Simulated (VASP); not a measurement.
**ZrH4: single point with PBE**

Crystal: ZrH4.

```
CELL_PARAMETERS angstrom
1.87716 -3.01918 0.00000
1.87716 3.01918 0.00000
0.00000 0.00000 3.52931
ATOMIC_POSITIONS crystal
Zr 0.00000 0.00000 0.00000
H 0.66055 0.33945 0.00000
H 0.33945 0.66055 0.00000
H 0.75499 0.75499 0.50000
H 0.24501 0.24501 0.50000
```

```
Program             : VASP 6.6.1
Task                : single point
Functional          : PBE
Potentials or basis : VASP PAW PBE potentials, release 64 (Zr_sv, H)
Cutoff              : 520 eV
k mesh              : 6 × 6 × 6
Occupations         : gaussian, width 0.1 eV
Spin                : no spin polarisation
```

- Pressure: -0.2 GPa
- Largest force: 0.012 eV/Å
- Band gap on the k mesh: zero (band 8 reaches 5.66 eV, above the bottom of band 9 at 3.44 eV)

Forces on the atoms (eV/Å):
```
Zr   0.000  0.000  0.000
H    0.000  0.012  0.000
H    0.000 -0.012  0.000
H    0.006  0.000  0.000
H   -0.006  0.000  0.000
```

Stress tensor (GPa, compression positive):
```
-0.16  0.00  0.00
 0.00 -0.01  0.00
 0.00  0.00 -0.36
```

Levels at points of the mesh, in eV from the Fermi level:
```csv
k point,band 6,band 7,band 8,band 9,band 10,band 11
"(0.00, 0.00, 0.00)",-5.33,-0.24,0.07,0.40,1.65,2.61
"(0.50, 0.00, 0.00)",-5.61,-4.83,0.22,0.91,2.66,2.73
"(0.50, 0.50, 0.00)",-4.32,-4.13,0.61,1.30,2.16,3.20
"(0.00, 0.00, 0.50)",-5.20,-1.89,0.10,0.37,0.71,1.88
"(0.50, 0.00, 0.50)",-4.93,-4.04,-2.35,0.71,2.91,3.52
"(0.50, 0.50, 0.50)",-3.75,-3.35,-2.56,-1.62,3.33,3.44
```

It took 33 s on 1 thread of Intel(R) Xeon(R) Platinum 8259CL CPU @ 2.50GHz (Skylake/Cascade Lake), with other jobs on the host, peak memory 0.17 GiB.
